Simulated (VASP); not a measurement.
Input of a VASP 6.6.1 run:

File INCAR:

```
PREC = Accurate
ENCUT = 520
EDIFF = 1E-7
ISMEAR = 0
SIGMA = 0.15
LREAL = False
LASPH = True
NELM = 60
ALGO = Normal
ISIF = 2
LWAVE = False
LCHARG = False
GGA = PE
IVDW = 12
NBANDS = 11
```

Contents of KPOINTS:

```
Automatic mesh
0
Gamma
  24 24 14
```

POSCAR

```
Si
1.0
    2.6369973380      0.0000000000      0.0988874002
   -1.3184986690      2.2837066844     -0.0494437001
    0.1690871807      0.0000000000      4.5089914857
Si
2
Direct
    0.3333333333      0.6666666667      0.2500000000
    0.6666666667      0.3333333333      0.7500000000
```

Potentials or basis: VASP PAW PBE potentials, release 64 (Si).

Command:

```console
$ cat potpaw_PBE.64/Si/POTCAR > POTCAR
$ mpirun -np 1 vasp_std > vasp.out
```

(1) What does it give for the largest force?

(2) Estimate the pressure.

(3) Estimate the dispersion energy per atom.

(4) Predict the band gap on the k mesh.

Answers

(1) 0.026 eV/Å.

(2) 0.4 GPa.

(3) -0.458 eV.

(4) zero (bands 4 and 5 overlap by 13.34 eV).

Caveat: the cell differs from its parent crystal (strain +0.0750 x Voigt [0, 0, 0, 0, 1, 0]).
